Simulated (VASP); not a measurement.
Here is a VASP 6.6.1 calculation.

INCAR

```
  PREC = Accurate
  ENCUT = 520
  EDIFF = 1E-6
  ISMEAR = 0
  SIGMA = 0.1
  LREAL = False
  LASPH = True
  NELM = 100
  ALGO = Normal
  ISIF = 2
  LWAVE = False
  LCHARG = True
  GGA = PE
  LELF = True
  LVHAR = True
  NBANDS = 53
```

Contents of KPOINTS:

```
regular mesh
0
Gamma
  4 4 4
```

POSCAR

```
W6C
1.0
   -3.1800597097      3.1800597097      3.1800597097
    3.1800597097     -3.1800597097      3.1800597097
    3.1800597097      3.1800597097     -3.1800597097
W C
6 1
Direct
    0.6883574241      0.6883574241      0.0000000000
    0.3116425759      0.3116425759      0.0000000000
    0.0000000000      0.3116425759      0.3116425759
    0.0000000000      0.6883574241      0.6883574241
    0.6883574241      0.0000000000      0.6883574241
    0.3116425759      0.0000000000      0.3116425759
    0.0000000000      0.0000000000      0.0000000000
```

Potentials or basis: VASP PAW PBE potentials, release 64 (W_sv, C).

Command:

```console
$ cat potpaw_PBE.64/W_sv/POTCAR potpaw_PBE.64/C/POTCAR > POTCAR
$ mpirun -np 1 vasp_std > vasp.out
```

Task: Estimate the largest force.

Result: 0.086 eV/Å.

Task: Estimate the band gap on the k mesh.

Result: Zero (band 44 reaches 8.14 eV, above the bottom of band 45 at 7.12 eV).

Forces in eV/Å, atoms in the order of the input:
```
W    0.000  0.000  0.086
W    0.000  0.000 -0.086
W   -0.086  0.000  0.000
W    0.086  0.000  0.000
W    0.000  0.086  0.000
W    0.000 -0.086  0.000
C    0.000  0.000  0.000
```

Caveat: spin-orbit coupling is left out, which moves the levels of the heavy elements.
